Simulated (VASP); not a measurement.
# Zn2As (I4/mmm) in VASP: single point with r2SCAN

Aim: the single point of Zn2As with r2SCAN.

All numbers are computed with VASP 6.6.1; they aren't measurements. Logs are shortened: lines on timing, memory, paths and dates and some standing lists are left out, and cuts for length are marked.

### 1 The cell of the first run

It takes space group I4/mmm (No. 139, tetragonal). The conventional cell has a = 3.606 Å, b = 3.606 Å, c = 7.824 Å, α = 90.00°, β = 90.00°, γ = 90.00°. Within 3.3 Å of Zn (site symmetry 4mm) lie 5 Zn at 2.51 to 2.91 Å and 5 As at 2.66 to 2.84 Å. As (site symmetry 4/mmm) has 10 Zn at 2.66 to 2.84 Å and 4 As at 3.61 Å within 3.7 Å.

### 2 Single point, r2SCAN

The input, POSCAR:

```
Zn2As
1.0
   -1.8027736662      1.8027736662      3.9119765295
    1.8027736662     -1.8027736662      3.9119765295
    1.8027736662      1.8027736662     -3.9119765295
Zn As
2 1
Direct
    0.6605035443      0.6605035443      0.0000000000
    0.3394964557      0.3394964557      0.0000000000
    0.0000000000      0.0000000000      0.0000000000
```

The input, INCAR.step1:

```
PREC = Accurate
ENCUT = 520
ISMEAR = 0
SIGMA = 0.1
LREAL = False
LASPH = True
NELM = 80
NBANDS = 22
GGA = PE
ALGO = Normal
EDIFF = 1E-4
LWAVE = True
LCHARG = False
```

The input, INCAR.step2:

```
PREC = Accurate
ENCUT = 520
EDIFF = 1E-7
ISMEAR = 0
SIGMA = 0.1
LREAL = False
LASPH = True
NELM = 80
ALGO = Normal
ISIF = 2
LWAVE = False
LCHARG = False
METAGGA = R2SCAN
LMIXTAU = True
NBANDS = 22
ISTART = 1
```

The input, KPOINTS:

```
Automatic mesh
0
Gamma
  6 6 6
```

Potentials or basis: VASP PAW PBE potentials, release 64 (Zn, As).

On the command line:

```bash
$ cat potpaw_PBE.64/Zn/POTCAR potpaw_PBE.64/As/POTCAR > POTCAR
$ cp INCAR.step1 INCAR
$ mpirun -np 1 vasp_std > vasp.out
$ cp INCAR.step2 INCAR
$ mpirun -np 1 vasp_std > vasp.out
```

OUTCAR:

```text
PREC = Accurate
   ENCUT = 520
   EDIFF = 1E-7
   ISMEAR = 0
   LREAL = False
   LASPH = True
   NELM = 80
   ISIF = 2
   METAGGA = R2SCAN
   ISTART = 1

 ion  position               nearest neighbor table
   1  0.661  0.661  0.000-   2 2.51   3 2.66   3 2.84   3 2.84   3 2.84   3 2.84   2 2.91   2 2.91
                             2 2.91   2 2.91
   2  0.339  0.339  0.000-   1 2.51   3 2.66   3 2.84   3 2.84   3 2.84   3 2.84   1 2.91   1 2.91
                             1 2.91   1 2.91
   3  0.000  0.000  0.000-   1 2.66   2 2.66   1 2.84   2 2.84   1 2.84   1 2.84   1 2.84   2 2.84
                             2 2.84   2 2.84

  LATTYP: Found a body centered tetragonal cell.
 ALAT       =     3.6055473324
 C/A-ratio  =     2.1699765216

  Lattice vectors:

 A1 = (  -1.8027736662,   1.8027736662,   3.9119765295)
 A2 = (   1.8027736662,  -1.8027736662,   3.9119765295)
 A3 = (   1.8027736662,   1.8027736662,  -3.9119765295)

Analysis of symmetry for initial positions (statically):
=====================================================================
 Subroutine PRICEL returns:
 Original cell was already a primitive cell.

 Routine SETGRP: Setting up the symmetry group for a
 body centered tetragonal supercell.

 Subroutine GETGRP returns: Found 16 space group operations
 (whereof 16 operations were pure point group operations)
 out of a pool of 16 trial point group operations.

The static configuration has the point symmetry D_4h.

Analysis of symmetry for dynamics (positions and initial velocities):
=====================================================================
 Subroutine PRICEL returns:
 Original cell was already a primitive cell.

 Routine SETGRP: Setting up the symmetry group for a
 body centered tetragonal supercell.

 Subroutine GETGRP returns: Found 16 space group operations
 (whereof 16 operations were pure point group operations)
 out of a pool of 16 trial point group operations.

The dynamic configuration has the point symmetry D_4h.

 Subroutine INISYM returns: Found 16 space group operations
 (whereof 16 operations are pure point group operations),
 and found     1 'primitive' translations

----------------------------------------------------------------------------------------

                                     Primitive cell

  volume of cell :      50.8556

  direct lattice vectors                    reciprocal lattice vectors
    -1.802773666  1.802773666  3.911976529     0.000000000  0.277350401  0.127812628
     1.802773666 -1.802773666  3.911976529     0.277350401  0.000000000  0.127812628
     1.802773666  1.802773666 -3.911976529     0.277350401  0.277350401  0.000000000

  length of vectors
     4.669426748  4.669426748  4.669426748     0.305383878  0.305383878  0.392232699

  position of ions in fractional coordinates (direct lattice)
     0.660503544  0.660503544  0.000000000
     0.339496456  0.339496456  0.000000000
     0.000000000  0.000000000  0.000000000

  ion indices of the primitive-cell ions
   primitive index   ion index
                 1           1
                 2           2
                 3           3

----------------------------------------------------------------------------------------

 KPOINTS: Automatic mesh

Automatic generation of k-mesh.
 Grid dimensions read from file:
 generate k-points for:    6    6    6

 Generating k-lattice:

  Cartesian coordinates                     Fractional coordinates (reciprocal lattice)
     0.000000000  0.046225067  0.021302105     0.166666667 -0.000000000  0.000000000
     0.046225067  0.000000000  0.021302105    -0.000000000  0.166666667  0.000000000
     0.046225067  0.046225067  0.000000000     0.000000000  0.000000000  0.166666667

  Length of vectors
     0.050897313  0.050897313  0.065372117

  Shift w.r.t. Gamma in fractional coordinates (k-lattice)
     0.000000000  0.000000000  0.000000000

 Subroutine IBZKPT returns following result:
 ===========================================

 Found     30 irreducible k-points:

 Following reciprocal coordinates:
            Coordinates               Weight
  0.000000  0.000000  0.000000      1.000000
  0.166667 -0.000000  0.000000      8.000000
  0.333333 -0.000000  0.000000      8.000000
  0.500000  0.000000  0.000000      4.000000
  0.166667  0.166667  0.000000      8.000000
  0.333333  0.166667  0.000000     16.000000
[... 16 lines left out ...]
 -0.333333 -0.333333  0.166667      8.000000
 -0.166667 -0.333333  0.166667      8.000000
 [... further k-points ...]
   k-points           NKPTS =     30   k-points in BZ     NKDIM =     30   number of bands    NBANDS=     22
   number of dos      NEDOS =    301   number of ions     NIONS =      3
   total plane-waves  NPLWV =  46656
   dimension x,y,z NGX =    36 NGY =   36 NGZ =   36
   dimension x,y,z NGXF=    72 NGYF=   72 NGZF=   72
   ions per type =               2   1
   NGX,Y,Z   is equivalent  to a cutoff of  12.82, 12.82, 12.82 a.u.
   NGXF,Y,Z  is equivalent  to a cutoff of  25.63, 25.63, 25.63 a.u.
 SYSTEM =  unknown system
   PREC   = accura    normal or accurate (medium, high low for compatibility)
   ISTART =      1    job   : 0-new  1-cont  2-samecut
   ICHARG =      0    charge: 1-file 2-atom 10-const
   ISPIN  =      1    spin polarized calculation?
   LNONCOLLINEAR =      F non collinear calculations
   LSORBIT =      F    spin-orbit coupling
   LASPH  =      T    aspherical Exc in radial PAW
   ENCUT  =  520.0 eV  38.22 Ry    6.18 a.u.   8.68  8.68  8.68*2*pi/ulx,y,z
   NELM   =     80;   NELMIN=  2; NELMDL=  0     # of ELM steps
   EDIFF  = 0.1E-06   stopping-criterion for ELM
   LREAL  =      F    real-space projection
   EDIFFG = 0.1E-05   stopping-criterion for IOM
   NSW    =      0    number of steps for IOM
   IBRION =     -1    ionic relax: 0-MD 1-quasi-New 2-CG
   NFREE  =      0    steps in history (QN), initial steepest desc. (CG)
   ISIF   =      2    stress and relaxation
   ISYM   =      2    0-nonsym 1-usesym 2-fastsym
   POTIM  = 0.5000    time-step for ionic-motion
   TEBEG  =    0.0;   TEEND  =   0.0 temperature during run
   PSTRESS=    0.0 pullay stress
   NELECT =      29.0000    total number of electrons
   NUPDOWN=      -1.0000    fix difference up-down
   EMIN   =  10.00;   EMAX   =-10.00  energy-range for DOS
   EFERMI =   0.00;   METHOD = LEGACY
   ISMEAR =     0;   SIGMA  =   0.10  broadening in eV -4-tet -1-fermi 0-gaus
   EFERMI_NEDOS =   21; number of points for ismear=-14 and -15
   IALGO  =     38    algorithm
   IMIX   =      4    mixing-type and parameters
     AMIX     =   0.40;   BMIX     =  1.00
     AMIX_MAG =   1.60;   BMIX_MAG =  1.00
  volume/ion in A,a.u.               =      16.95       114.40
  Fermi-wavevector in a.u.,A,eV,Ry     =   1.357567  2.565430 25.075377  1.842988
  Thomas-Fermi vector in A             =   2.484474
   LORBIT       =      0    0 simple, 1 ext, 2 COOP (PROOUT), +10 PAW based schemes
   METAGGA = R2SCAN    functional components
   LHFCALC =     F    Hartree Fock is set to
   AEXX    =    0.0000 exact exchange contribution
   IVDW    =     0    specifies the selected vdW correction
   LEPSILON=     F    determine dielectric tensor
   LRPA    =     F    only Hartree local field effects (RPA)
 non-spin polarized calculation
 Gauss-broadening in eV      SIGMA  =   0.10
  energy-cutoff  :      520.00
  volume of cell :       50.86
 maximum number of plane-waves:      1386
   NGX = 17   NGY = 17   NGZ = 17

 number of electron      29.0000003 magnetization

 Free energy of the ion-electron system (eV)
  ---------------------------------------------------
  ext. energy  EPLUGINS =         0.00000000
  ---------------------------------------------------
  free energy    TOTEN  =       -31.91040353 eV

  energy without entropy =      -31.90386895  energy(sigma->0) =      -31.90713624

 E-fermi :   3.9162     XC(G=0): -11.8361

 val. band max:        3.8842848725   @ k =  -0.1667   0.5000   0.1667
 cond. band min:       3.9502449062   @ k =   0.1667  -0.0000   0.0000
 fundamental gap:      0.0659600338
 Fermi energy:         3.9161871530

 k-point     1 :       0.0000    0.0000    0.0000
  band No.  band energies     occupation
      1      -9.5778      2.00000
      2      -3.9937      2.00000
      3      -3.9195      2.00000
      4      -3.8578      2.00000
      5      -3.8307      2.00000
      6      -3.8307      2.00000
[... 14 lines left out ...]
     21      12.5443      0.00000
     22      15.3858      0.00000

 k-point     2 :       0.1667   -0.0000    0.0000
  band No.  band energies     occupation
      1      -9.2679      2.00000
      2      -4.0723      2.00000
      3      -3.9767      2.00000
      4      -3.9566      2.00000
      5      -3.8445      2.00000
      6      -3.7551      2.00000
[... 14 lines left out ...]
     21      12.8573      0.00000
     22      13.8869      0.00000

 k-point     3 :       0.3333   -0.0000    0.0000
  band No.  band energies     occupation
      1      -8.4725      2.00000
      2      -4.2808      2.00000
      3      -4.0660      2.00000
      4      -3.9966      2.00000
      5      -3.8391      2.00000
      6      -3.7924      2.00000
[... 14 lines left out ...]
     21      12.0189      0.00000
     22      15.2737      0.00000

 k-point     4 :       0.5000    0.0000    0.0000
  band No.  band energies     occupation
      1      -7.8997      2.00000
      2      -4.4480      2.00000
      3      -4.0649      2.00000
      4      -3.9353      2.00000
      5      -3.9174      2.00000
      6      -3.9091      2.00000
[... 14 lines left out ...]
     21      12.5842      0.00000
     22      13.9156      0.00000

 k-point     5 :       0.1667    0.1667    0.0000
  band No.  band energies     occupation
      1      -8.8866      2.00000
      2      -4.2068      2.00000
      3      -3.9985      2.00000
      4      -3.9177      2.00000
      5      -3.8369      2.00000
      6      -3.7900      2.00000
[... 14 lines left out ...]
     21      13.1805      0.00000
     22      15.8073      0.00000

 k-point     6 :       0.3333    0.1667    0.0000
  band No.  band energies     occupation
      1      -8.1204      2.00000
      2      -4.3218      2.00000
      3      -3.9883      2.00000
      4      -3.9410      2.00000
      5      -3.9139      2.00000
      6      -3.8071      2.00000
[... 14 lines left out ...]
     21      13.8609      0.00000
     22      14.6633      0.00000

 k-point     7 :       0.5000    0.1667    0.0000
  band No.  band energies     occupation
      1      -7.7481      2.00000
      2      -4.3516      2.00000
      3      -4.0553      2.00000
      4      -3.9254      2.00000
      5      -3.9034      2.00000
      6      -3.7795      2.00000
[... 324 lines left out ...]
      6      -3.6771      2.00000
[... 14 lines left out ...]
     21      13.6088      0.00000
     22      16.6799      0.00000

 k-point    21 :      -0.3333    0.5000    0.1667
  band No.  band energies     occupation
      1      -7.8541      2.00000
      2      -4.2294      2.00000
      3      -3.9959      2.00000
      4      -3.9261      2.00000
      5      -3.8256      2.00000
      6      -3.8087      2.00000
[... 14 lines left out ...]
     21      13.3336      0.00000
     22      14.8948      0.00000

 k-point    22 :      -0.1667    0.5000    0.1667
  band No.  band energies     occupation
      1      -8.1482      2.00000
      2      -4.3460      2.00000
      3      -3.9557      2.00000
      4      -3.9137      2.00000
      5      -3.9113      2.00000
      6      -3.8610      2.00000
[... 14 lines left out ...]
     21      13.2325      0.00000
     22      14.2879      0.00000

 k-point    23 :      -0.3333   -0.3333    0.1667
  band No.  band energies     occupation
      1      -8.4680      2.00000
      2      -4.3608      2.00000
      3      -3.9099      2.00000
      4      -3.9022      2.00000
      5      -3.8776      2.00000
      6      -3.8351      2.00000
[... 14 lines left out ...]
     21      13.3812      0.00000
     22      14.9839      0.00000

 k-point    24 :      -0.1667   -0.3333    0.1667
  band No.  band energies     occupation
      1      -8.9185      2.00000
      2      -4.3547      2.00000
      3      -3.9294      2.00000
      4      -3.9028      2.00000
      5      -3.8962      2.00000
      6      -3.7752      2.00000
[... 14 lines left out ...]
     21      13.5298      0.00000
     22      14.0976      0.00000

 [... further k-points ...]

------------------------ aborting loop because EDIFF is reached ----------------------------------------

  FORCE on cell =-STRESS in cart. coord.  units (eV):
  Direction    XX          YY          ZZ          XY          YZ          ZX
  --------------------------------------------------------------------------------------
  -------------------------------------------------------------------------------------
  Total        0.1615181      0.1615181      0.0182366      0.0000000     -0.0000000      0.0000000
  in kB        5.0885396      5.0885396      0.5745334      0.0000000     -0.0000000      0.0000000
  external PRESSURE =       3.5838709 kB  Pullay stress =       0.0000000 kB

 VOLUME and BASIS-vectors are now :
 -----------------------------------------------------------------------------
  energy-cutoff  :      520.00
  volume of cell :       50.86
      direct lattice vectors                 reciprocal lattice vectors
    -1.802773666  1.802773666  3.911976529     0.000000000  0.277350401  0.127812628
     1.802773666 -1.802773666  3.911976529     0.277350401  0.000000000  0.127812628
     1.802773666  1.802773666 -3.911976529     0.277350401  0.277350401  0.000000000

 POSITION                                       TOTAL-FORCE (eV/Angst)
 -----------------------------------------------------------------------------------
      0.00000      0.00000      5.16775        -0.000000     -0.000000      0.009748
      0.00000      0.00000      2.65620         0.000000      0.000000     -0.009748
      0.00000      0.00000      0.00000        -0.000000     -0.000000      0.000000
 -----------------------------------------------------------------------------------
    total drift:                                0.000000     -0.000000      0.000000

  FREE ENERGIE OF THE ION-ELECTRON SYSTEM (eV)
  ---------------------------------------------------
  free  energy   TOTEN  =       -31.9104035322 eV

  energy  without entropy=      -31.9038689491  energy(sigma->0) =      -31.90713624
```

Wall time 4.9 min (1 thread of Oxide Virtual Turin-like, shared host); peak memory 0.2 GiB.

What came out:

```
Free energy            : -31.9104 eV
Pressure               : 0.4 GPa
Largest force          : 0.010 eV/Å
Band gap on the k mesh : zero (an odd number of electrons rules out a gap without spin polarisation)
```

Forces in eV/Å, atoms in the order of the input:
```
Zn   0.000  0.000  0.010
Zn   0.000  0.000 -0.010
As   0.000  0.000  0.000
```

Caveat: the PAW data sets were made with another functional, which shifts forces and pressure a little.
